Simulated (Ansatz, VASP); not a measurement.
## One calculation of BN, two programs

File INCAR:

```
PREC = Accurate ; ENCUT = 600
EDIFF = 1E-7 ; ISMEAR = 0
SIGMA = 0.02 ; LREAL = F
LASPH = T ; NELM = 60
ALGO = Normal ; ISIF = 3
LWAVE = F ; LCHARG = F
GGA = PS ; IBRION = 2
NSW = 80 ; EDIFFG = -0.01
```

The input KPOINTS:

```
Automatic mesh
0
Gamma
  12 12 12
```

The input POSCAR:

```
BN
1.0
    0.0000000000      1.8028427264      1.8028427264
    1.8028427264      0.0000000000      1.8028427264
    1.8028427264      1.8028427264      0.0000000000
B N
1 1
Direct
    0.0000000000      0.0000000000      0.0000000000
    0.7500000000      0.7500000000      0.7500000000
```

Input for Ansatz:

```yaml
crystal:
  lattice:
    - [0.0, 1.8028427264, 1.8028427264]
    - [1.8028427264, 0.0, 1.8028427264]
    - [1.8028427264, 1.8028427264, 0.0]
  atoms:
    - { symbol: B, position: [0.0, 0.0, 0.0] }
    - { symbol: "N", position: [0.75, 0.75, 0.75] }
basis:
  ecutwfc: 420
kpoints:
  mp_grid: { grid: [12, 12, 12] }
hamiltonian:
  xc: pbesol
scf:
  occupations: { method: gaussian, width: 0.02 }
output:
  forces: true
  stress: true
  eigenvalues: true
  write_density: true
  write_potential: true
  elf: true
  volumetric_format: npy
relax:
  adjacent_minimum: "off"
  f_tol: 0.01
  max_steps: 60
  cell: { stress_tol: 0.1 }
```

Alike in both runs: task relaxation of cell and atoms; functional PBEsol; k mesh 12 × 12 × 12; occupations gaussian, width 0.02 eV; no spin polarisation.

```csv
,VASP,Ansatz
version,VASP 6.6.1,Ansatz 0.2.0
potentials or method,"VASP PAW PBE potentials, release 64 (B, N), cutoff 600 eV","scalar-relativistic, plane waves, PAW"
valence electrons in the cell,8,8
```

```csv
,VASP,Ansatz,Ansatz less VASP
"gap on the k mesh at the Fermi level, each at its own relaxed structure (eV)",4.28,4.30,+0.014
relaxed volume (Å³/atom),5.86,5.86,-0.005
relaxed cell length with the largest relative difference (Å),2.550,2.550,-0.0007
```

VASP's potentials were made for PBE, not for PBEsol.
